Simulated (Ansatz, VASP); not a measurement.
## One calculation of ZnSe, two programs

File POSCAR:

```
ZnSe
1.0
    0.0000000000      2.8324206805      2.8324206805
    2.8324206805      0.0000000000      2.8324206805
    2.8324206805      2.8324206805      0.0000000000
Zn Se
1 1
Direct
    0.0000000000      0.0000000000      0.0000000000
    0.2500000000      0.2500000000      0.2500000000
```

File INCAR.step1:

```
PREC     = Accurate       # precision mode
ENCUT    = 520            # plane-wave cutoff, eV
ISMEAR   = 0              # smearing method
SIGMA    = 0.5            # smearing width, eV
LREAL    = F              # projectors in reciprocal space
LASPH    = T              # aspherical terms in the spheres
NELM     = 80             # most SCF steps
NBANDS   = 16             # bands
GGA      = PE             # functional
ALGO     = Normal         # electronic algorithm
EDIFF    = 1E-4           # SCF threshold, eV
LWAVE    = T              # write WAVECAR
LCHARG   = F              # write CHGCAR
```

File INCAR.step2:

```
PREC     = Accurate       # precision mode
ENCUT    = 520            # plane-wave cutoff, eV
EDIFF    = 1E-6           # SCF threshold, eV
ISMEAR   = 0              # smearing method
SIGMA    = 0.5            # smearing width, eV
LREAL    = F              # projectors in reciprocal space
LASPH    = T              # aspherical terms in the spheres
NELM     = 80             # most SCF steps
ALGO     = Normal         # electronic algorithm
ISIF     = 2              # what is computed and relaxed
LWAVE    = F              # write WAVECAR
LCHARG   = T              # write CHGCAR
METAGGA  = R2SCAN         # meta-GGA
LMIXTAU  = T            
LELF     = T              # ELF
LVHAR    = T            
NBANDS   = 16             # bands
ISTART   = 1
```

The input KPOINTS:

```
Automatic mesh
0
Gamma
  6 6 6
```

Input for Ansatz:

```yaml
crystal:
  lattice:
    - [0.0, 2.8324206805, 2.8324206805]
    - [2.8324206805, 0.0, 2.8324206805]
    - [2.8324206805, 2.8324206805, 0.0]
  atoms:
    - { symbol: Zn, position: [0.0, 0.0, 0.0] }
    - { symbol: Se, position: [0.25, 0.25, 0.25] }
kpoints:
  mp_grid: { grid: [6, 6, 6] }
hamiltonian:
  xc: r2scan
scf:
  occupations: { method: gaussian, width: 0.5 }
  n_extra_bands: 4
output:
  forces: true
  stress: true
  eigenvalues: true
```

Alike in both runs: task single point; functional r2SCAN; k mesh 6 × 6 × 6; occupations gaussian, width 0.5 eV; no spin polarisation.

```csv
,VASP,Ansatz
version,VASP 6.6.1,Ansatz 0.2.0
potentials or method,"VASP PAW PBE potentials, release 64 (Zn, Se)",plane waves
plane-wave cutoff (eV),520,500
valence electrons in the cell,18,28
```

```tsv
	VASP	Ansatz	Ansatz less VASP
pressure (GPa)	0.1	0.0	-0.10
```

VASP's potentials were made for PBE, not for r2SCAN. The functional is the same, so the differences come from potentials, cutoffs and numerics. VASP's potentials hold 18 valence electrons a cell and Ansatz's 28, so a difference there can come from the potentials and not from the codes.
